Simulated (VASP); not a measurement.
# Sn3PbSe4 (P4/mmm) in VASP: single point with PBE

Aim: the single point of Sn3PbSe4 with PBE.

Program: VASP 6.6.1. These are calculated values, not measurements. Logs are shortened: lines on timing, memory, paths and dates and some standing lists are left out, and cuts for length are marked.

## (1) The cell of the first run

Symmetry: P4/mmm, No. 123, tetragonal system. The conventional cell has a = 4.315 Å, b = 4.315 Å, c = 12.208 Å, α = 90.00°, β = 90.00°, γ = 90.00°. Sn (site symmetry 4mm) has 6 Se at 3.04 to 3.07 Å within 4.0 Å. Sn (site symmetry 4/mmm) has 6 Se at 3.00 to 3.05 Å within 4.0 Å. Pb (site symmetry 4/mmm) has 6 Se at 3.05 to 3.10 Å within 4.0 Å. Within 4.0 Å of Se (site symmetry 4/mmm) lie 4 Pb at 3.05 Å and 2 Sn at 3.07 Å. Se (site symmetry 4mm) has 5 Sn at 3.00 to 3.05 Å and 1 Pb at 3.10 Å within 4.0 Å. Se (site symmetry 4/mmm) has 6 Sn at 3.04 to 3.05 Å within 4.0 Å.

## (2) Single point, PBE

INCAR

```
ALGO = Normal
EDIFF = 1E-7
ENCUT = 520
GGA = PE
ISIF = 2
ISMEAR = 0
LASPH = T
LCHARG = T
LELF = T
LREAL = F
LVHAR = T
LWAVE = F
NBANDS = 50
NELM = 60
PREC = Accurate
SIGMA = 0.01
```

KPOINTS

```
k-points
0
Gamma
  8 8 4
```

POSCAR

```
Sn3PbSe4
1.0
    4.3149045747      0.0000000000      0.0000000000
    0.0000000000      4.3149045747      0.0000000000
    0.0000000000      0.0000000000     12.2076479410
Sn Pb Se
3 1 4
Direct
    0.0000000000      0.0000000000      0.7486454153
    0.0000000000      0.0000000000      0.2513545847
    0.5000000000      0.5000000000      0.5000000000
    0.5000000000      0.5000000000      0.0000000000
    0.0000000000      0.0000000000      0.0000000000
    0.5000000000      0.5000000000      0.2538567810
    0.0000000000      0.0000000000      0.5000000000
    0.5000000000      0.5000000000      0.7461432190
```

Potentials or basis: VASP PAW PBE potentials, release 64 (Sn_d, Pb_d, Se).

Command:

```
> cat potpaw_PBE.64/Sn_d/POTCAR potpaw_PBE.64/Pb_d/POTCAR potpaw_PBE.64/Se/POTCAR > POTCAR
> mpirun -np 1 vasp_std > vasp.out
```

OUTCAR:

```text
EDIFF = 1E-7
   ENCUT = 520
   GGA = PE
   ISIF = 2
   ISMEAR = 0
   LASPH = T
   LREAL = F
   NELM = 60
   PREC = Accurate

 ion  position               nearest neighbor table
   1  0.000  0.000  0.749-   7 3.04   8 3.05   8 3.05   8 3.05   8 3.05   5 3.07
   2  0.000  0.000  0.251-   7 3.04   6 3.05   6 3.05   6 3.05   6 3.05   5 3.07
   3  0.500  0.500  0.500-   6 3.00   8 3.00   7 3.05   7 3.05   7 3.05   7 3.05
   4  0.500  0.500  0.000-   5 3.05   5 3.05   5 3.05   5 3.05   8 3.10   6 3.10
   5  0.000  0.000  0.000-   4 3.05   4 3.05   4 3.05   4 3.05   1 3.07   2 3.07
   6  0.500  0.500  0.254-   3 3.00   2 3.05   2 3.05   2 3.05   2 3.05   4 3.10
   7  0.000  0.000  0.500-   1 3.04   2 3.04   3 3.05   3 3.05   3 3.05   3 3.05
   8  0.500  0.500  0.746-   3 3.00   1 3.05   1 3.05   1 3.05   1 3.05   4 3.10

  LATTYP: Found a simple tetragonal cell.
 ALAT       =     4.3149045747
 C/A-ratio  =     2.8291814407

  Lattice vectors:

 A1 = (   4.3149045747,   0.0000000000,   0.0000000000)
 A2 = (   0.0000000000,   4.3149045747,   0.0000000000)
 A3 = (   0.0000000000,   0.0000000000,  12.2076479410)

Analysis of symmetry for initial positions (statically):
=====================================================================
 Subroutine PRICEL returns:
 Original cell was already a primitive cell.

 Routine SETGRP: Setting up the symmetry group for a
 simple tetragonal supercell.

 Subroutine GETGRP returns: Found 16 space group operations
 (whereof 16 operations were pure point group operations)
 out of a pool of 16 trial point group operations.

The static configuration has the point symmetry D_4h.

Analysis of symmetry for dynamics (positions and initial velocities):
=====================================================================
 Subroutine PRICEL returns:
 Original cell was already a primitive cell.

 Routine SETGRP: Setting up the symmetry group for a
 simple tetragonal supercell.

 Subroutine GETGRP returns: Found 16 space group operations
 (whereof 16 operations were pure point group operations)
 out of a pool of 16 trial point group operations.

The dynamic configuration has the point symmetry D_4h.

 Subroutine INISYM returns: Found 16 space group operations
 (whereof 16 operations are pure point group operations),
 and found     1 'primitive' translations

----------------------------------------------------------------------------------------

                                     Primitive cell

[... 108 lines left out ...]
   ISIF   =      2    stress and relaxation
   ISYM   =      2    0-nonsym 1-usesym 2-fastsym
   POTIM  = 0.5000    time-step for ionic-motion
   TEBEG  =    0.0;   TEEND  =   0.0 temperature during run
   PSTRESS=    0.0 pullay stress
   NELECT =      80.0000    total number of electrons
   NUPDOWN=      -1.0000    fix difference up-down
   EMIN   =  10.00;   EMAX   =-10.00  energy-range for DOS
   EFERMI =   0.00;   METHOD = LEGACY
   ISMEAR =     0;   SIGMA  =   0.01  broadening in eV -4-tet -1-fermi 0-gaus
   EFERMI_NEDOS =   21; number of points for ismear=-14 and -15
   IALGO  =     38    algorithm
   IMIX   =      4    mixing-type and parameters
     AMIX     =   0.40;   BMIX     =  1.00
     AMIX_MAG =   1.60;   BMIX_MAG =  1.00
  volume/ion in A,a.u.               =      28.41       191.73
  Fermi-wavevector in a.u.,A,eV,Ry     =   1.155882  2.184300 18.178232  1.336062
  Thomas-Fermi vector in A             =   2.292507
   LORBIT       =      0    0 simple, 1 ext, 2 COOP (PROOUT), +10 PAW based schemes
   GGA     = PE    functional components
   LHFCALC =     F    Hartree Fock is set to
   AEXX    =    0.0000 exact exchange contribution
   IVDW    =     0    specifies the selected vdW correction
   LEPSILON=     F    determine dielectric tensor
   LRPA    =     F    only Hartree local field effects (RPA)
 non-spin polarized calculation
 Gauss-broadening in eV      SIGMA  =   0.01
  energy-cutoff  :      520.00
  volume of cell :      227.29
 maximum number of plane-waves:      6180
   NGX = 17   NGY = 17   NGZ = 45

 number of electron      80.0000032 magnetization

 Free energy of the ion-electron system (eV)
  ---------------------------------------------------
  ext. energy  EPLUGINS =         0.00000000
  ---------------------------------------------------
  free energy    TOTEN  =       -32.81771588 eV

  energy without entropy =      -32.81771588  energy(sigma->0) =      -32.81771588

 E-fermi :   5.3280     XC(G=0):  -9.4521

 val. band max:        5.2633888060   @ k =   0.5000   0.0000   0.0000
 cond. band min:       5.3883137859   @ k =   0.5000   0.0000   0.0000
 fundamental gap:      0.1249249799
 Fermi energy:         5.3279550933

 k-point     1 :       0.0000    0.0000    0.0000
  band No.  band energies     occupation
      1     -16.4374      2.00000
      2     -16.4329      2.00000
      3     -16.4309      2.00000
      4     -16.4307      2.00000
      5     -16.4216      2.00000
      6     -16.4216      2.00000
[... 1261 lines left out ...]
     49       7.9547      0.00000
     50       8.0746      0.00000

 [... further k-points ...]

------------------------ aborting loop because EDIFF is reached ----------------------------------------

  FORCE on cell =-STRESS in cart. coord.  units (eV):
  Direction    XX          YY          ZZ          XY          YZ          ZX
  --------------------------------------------------------------------------------------
  -------------------------------------------------------------------------------------
  Total       -0.0116487     -0.0116487     -0.0512036      0.0000000      0.0000000      0.0000000
  in kB       -0.0821134     -0.0821134     -0.3609411      0.0000000      0.0000000      0.0000000
  external PRESSURE =      -0.1750560 kB  Pullay stress =       0.0000000 kB

 VOLUME and BASIS-vectors are now :
 -----------------------------------------------------------------------------
  energy-cutoff  :      520.00
  volume of cell :      227.29
      direct lattice vectors                 reciprocal lattice vectors
     4.314904575  0.000000000  0.000000000     0.231754836  0.000000000  0.000000000
     0.000000000  4.314904575  0.000000000     0.000000000  0.231754836  0.000000000
     0.000000000  0.000000000 12.207647941     0.000000000  0.000000000  0.081915862

 POSITION                                       TOTAL-FORCE (eV/Angst)
 -----------------------------------------------------------------------------------
      0.00000      0.00000      9.13920        -0.000000     -0.000000     -0.001144
      0.00000      0.00000      3.06845        -0.000000     -0.000000      0.001144
      2.15745      2.15745      6.10382        -0.000000     -0.000000      0.000000
      2.15745      2.15745      0.00000        -0.000000     -0.000000      0.000000
      0.00000      0.00000      0.00000        -0.000000     -0.000000      0.000000
      2.15745      2.15745      3.09899        -0.000000      0.000000     -0.000705
      0.00000      0.00000      6.10382        -0.000000     -0.000000      0.000000
      2.15745      2.15745      9.10865         0.000000      0.000000      0.000705
 -----------------------------------------------------------------------------------
    total drift:                                0.000000     -0.000000      0.000000

  FREE ENERGIE OF THE ION-ELECTRON SYSTEM (eV)
  ---------------------------------------------------
  free  energy   TOTEN  =       -32.8177158778 eV

  energy  without entropy=      -32.8177158778  energy(sigma->0) =      -32.81771588
```

OSZICAR:

```text
N       E                     dE             d eps       ncg     rms          rms(c)
DAV:   1     0.874236079395E+03    0.87424E+03   -0.36320E+04  4746   0.194E+03
DAV:   2     0.118967989969E+03   -0.75527E+03   -0.73202E+03  4508   0.557E+02
DAV:   3    -0.225613894255E+02   -0.14153E+03   -0.13498E+03  5396   0.210E+02
DAV:   4    -0.332668045164E+02   -0.10705E+02   -0.10385E+02  5364   0.566E+01
DAV:   5    -0.337170339009E+02   -0.45023E+00   -0.44681E+00  5872   0.123E+01    0.580E+00
DAV:   6    -0.328023204102E+02    0.91471E+00   -0.17986E+00  5908   0.641E+00    0.342E+00
DAV:   7    -0.328129661187E+02   -0.10646E-01   -0.63091E-01  6682   0.267E+00    0.156E+00
DAV:   8    -0.328176439133E+02   -0.46778E-02   -0.63375E-02  6022   0.162E+00    0.294E-01
DAV:   9    -0.328171982542E+02    0.44566E-03   -0.80003E-03  5938   0.548E-01    0.102E-01
DAV:  10    -0.328176061356E+02   -0.40788E-03   -0.11376E-03  5876   0.139E-01    0.486E-02
DAV:  11    -0.328177148548E+02   -0.10872E-03   -0.18399E-04  5686   0.754E-02    0.966E-03
DAV:  12    -0.328177149559E+02   -0.10110E-06   -0.12322E-05  5834   0.196E-02    0.428E-03
DAV:  13    -0.328177158997E+02   -0.94376E-06   -0.27584E-06  5242   0.845E-03    0.228E-03
DAV:  14    -0.328177158778E+02    0.21882E-07   -0.15857E-07  3850   0.258E-03
   1 F= -.32817716E+02 E0= -.32817716E+02  d E =-.667390E-20
```

Run time: 12 min. Hardware: 1 thread of Intel Xeon 8259CL, shared host; peak memory 0.61 GiB.

What came out:

```
Free energy            : -32.8177 eV
Pressure               : 0.0 GPa
Band gap on the k mesh : 0.12 eV
```

Caveat: spin-orbit coupling is left out, which moves the levels of the heavy elements. A k mesh can miss the band edges.
